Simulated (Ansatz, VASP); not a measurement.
One calculation of BP, two programs

The input INCAR:

```
SYSTEM = BP
PREC = Accurate
ENCUT = 500
EDIFF = 1E-6
ISMEAR = 0
SIGMA = 0.01
LREAL = .FALSE.
LASPH = .TRUE.
NELM = 120
ALGO = Normal
ISIF = 2
LWAVE = .FALSE.
LCHARG = .FALSE.
GGA = PS
NBANDS = 11
GGA_COMPAT = .FALSE.
```

KPOINTS

```
Automatic mesh
0
G
  8 8 8
  0 0 0
```

POSCAR

```
BP
1.0
    0.0000000000      2.2827359537      2.2495436674
    2.2827359537      0.0000000000      2.2495436674
    2.2827359537      2.2827359537      0.0000000000
B P
1 1
Direct
    0.0000000000      0.0000000000      0.0000000000
    0.2500000000      0.2500000000      0.2500000000
```

Input for Ansatz:

```yaml
crystal:
  lattice:
    - [0.0, 2.2827359537, 2.2495436674]
    - [2.2827359537, 0.0, 2.2495436674]
    - [2.2827359537, 2.2827359537, 0.0]
  atoms:
    - { symbol: B, position: [0.0, 0.0, 0.0] }
    - { symbol: P, position: [0.25, 0.25, 0.25] }
basis:
  ecutwfc: 420
kpoints:
  mp_grid: { grid: [8, 8, 8] }
  band_path:
    path:
      - [0.0, 0.0, 0.0]
      - [0.0, 0.0, 0.0]
      - [0.0, 0.0, 0.0]
      - [0.0, 0.0, 0.0]
      - [0.0, 0.0, 0.0]
      - [0.0, 0.0, 0.0]
      - [0.0, 0.0, 0.0]
      - [0.0, 0.0, 0.0]
      - [0.0, 0.0, 0.0]
      - [0.0, 0.0, 0.0]
      - [0.0, 0.0, 0.0]
      - [0.0, 0.0, 0.0]
      - [0.0, 0.0, 0.0]
      - [0.0, 0.0, 0.0]
      - [0.0, 0.0, 0.0]
      - [0.0, 0.0, 0.0]
      - [0.0, 0.0, 0.0]
      - [0.0, 0.0, 0.0]
      - [0.0, 0.0, 0.0]
      - [0.0, 0.0, 0.0]
      - [0.0, 0.0, 0.0]
      - [0.0, 0.0, 0.0]
      - [0.0, 0.0, 0.0]
      - [0.0, 0.0, 0.0]
      - [0.0, 0.0, 0.0]
      - [0.0, 0.0, 0.0]
      - [0.3, 0.3, 0.0]
      - [0.3166666667, 0.3166666667, 0.0]
      - [0.3333333333, 0.3333333333, 0.0]
      - [0.35, 0.35, 0.0]
      - [0.3666666667, 0.3666666667, 0.0]
      - [0.3833333333, 0.3833333333, 0.0]
      - [0.4, 0.4, 0.0]
      - [0.4166666667, 0.4166666667, 0.0]
      - [0.4333333333, 0.4333333333, 0.0]
      - [0.45, 0.45, 0.0]
      - [0.4666666667, 0.4666666667, 0.0]
      - [0.4833333333, 0.4833333333, 0.0]
      - [0.5, 0.5, 0.0]
      - [0.0, 0.3, 0.3]
      - [0.0, 0.3166666667, 0.3166666667]
      - [0.0, 0.3333333333, 0.3333333333]
      - [0.0, 0.35, 0.35]
      - [0.0, 0.3666666667, 0.3666666667]
      - [0.0, 0.3833333333, 0.3833333333]
      - [0.0, 0.4, 0.4]
      - [0.0, 0.4166666667, 0.4166666667]
      - [0.0, 0.4333333333, 0.4333333333]
      - [0.0, 0.45, 0.45]
      - [0.0, 0.4666666667, 0.4666666667]
      - [0.0, 0.4833333333, 0.4833333333]
      - [0.0, 0.5, 0.5]
      - [0.5, 0.5, 0.5]
      - [0.5, 0.5, 0.5]
      - [0.5, 0.5, 0.5]
      - [0.5, 0.5, 0.5]
      - [0.5, 0.5, 0.5]
      - [0.5, 0.5, 0.5]
      - [0.5, 0.5, 0.5]
      - [0.5, 0.5, 0.5]
      - [0.5, 0.5, 0.5]
      - [0.5, 0.5, 0.5]
      - [0.5, 0.5, 0.5]
      - [0.5, 0.5, 0.5]
      - [0.5, 0.5, 0.5]
      - [0.0, 0.0, 0.5]
      - [0.0, 0.0, 0.5]
      - [0.0, 0.0, 0.5]
      - [0.0, 0.0, 0.5]
      - [0.0, 0.0, 0.5]
      - [0.0, 0.0, 0.5]
      - [0.0, 0.0, 0.5]
      - [0.0, 0.0, 0.5]
      - [0.0, 0.0, 0.5]
      - [0.0, 0.0, 0.5]
      - [0.0, 0.0, 0.5]
      - [0.0, 0.0, 0.5]
      - [0.0, 0.0, 0.5]
    npoints: 1
hamiltonian:
  xc: pbesol
  pseudopotentials: { kind: paw, azcp: { folder: soft_1 } }
scf:
  occupations: { method: fixed }
  n_extra_bands: 5
output:
  eigenvalues: true
```

Alike in both runs: task single point; functional PBEsol; k mesh 8 × 8 × 8; no spin polarisation.

```csv
,VASP,Ansatz
version,VASP 6.6.1,Ansatz 0.2.0
potentials or method,"VASP PAW PBE potentials, release 64 (B, P), cutoff 500 eV","scalar-relativistic, plane waves, PAW"
occupations,"gaussian, width 0.01 eV",fixed
valence electrons in the cell,8,8
```

```tsv
	VASP	Ansatz	Ansatz less VASP
gap on the k mesh at the Fermi level (eV)	0.95	0.95	+0.004
least direct gap on the mesh (eV)	3.20	3.21	+0.006
```

VASP's potentials were made for PBE, not for PBEsol, and Ansatz warns of the same on its side.
